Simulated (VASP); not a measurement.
Set up this calculation in VASP 6.6.1, as the native input.

* Task: single point
* Functional: PBE
* Potentials or basis: VASP PAW PBE potentials, release 64 (Cd, F)
* Cutoff: 520 eV
* k mesh: 8 × 8 × 8
* Occupations: gaussian, width 0.05 eV
* Spin: no spin polarisation
* Dipole correction: no
* Further INCAR settings: ALGO = Normal; EDIFF = 1e-06; NBANDS = 20

The structure of CdF2 lies in POSCAR:

```
CdF2
1.0
    0.0000000000      2.6940000000      2.6940000000
    2.6940000000      0.0000000000      2.6940000000
    2.6940000000      2.6940000000      0.0000000000
Cd F
1 2
Direct
   -0.0092798812      0.0092798812     -0.0092798812
    0.2500000000      0.2500000000      0.2500000000
    0.7500000000      0.7500000000      0.7500000000
```

This cell differs from its parent crystal: all Cd atoms moved -0.050 Å, as atom 1 along Cartesian [0 1 0].

These files were run (other wordings do the same):

INCAR

```
PREC     = Accurate       # precision mode
ENCUT    = 520            # plane-wave cutoff, eV
EDIFF    = 1E-6           # SCF threshold, eV
ISMEAR   = 0              # smearing method
SIGMA    = 0.05           # smearing width, eV
LREAL    = F              # projectors in reciprocal space
LASPH    = T              # aspherical terms in the spheres
NELM     = 60             # most SCF steps
ALGO     = Normal         # electronic algorithm
ISIF     = 2              # what is computed and relaxed
LWAVE    = F              # write WAVECAR
LCHARG   = T              # write CHGCAR
GGA      = PE             # functional
LELF     = T              # ELF
LVHAR    = T            
NBANDS   = 20             # bands
```

KPOINTS

```
regular mesh
0
Gamma
  8 8 8
```

Potentials or basis: VASP PAW PBE potentials, release 64 (Cd, F).

Launch:

```sh
$ cat potpaw_PBE.64/Cd/POTCAR potpaw_PBE.64/F/POTCAR > POTCAR
$ mpirun -np 1 vasp_std > vasp.out
```

Results of the run:

| Item | Value |
| --- | --- |
| Pressure | 6.4 GPa |
| Largest force | 0.295 eV/Å |
| Band gap on the k mesh | 3.07 eV, indirect (least direct gap 3.57 eV) |

Caveat: the cell differs from its parent crystal (all Cd atoms moved -0.050 Å, as atom 1 along Cartesian [0 1 0]).

It took 74 s on 1 thread of Intel Xeon 8259CL, on a shared host, peak memory 0.18 GiB.
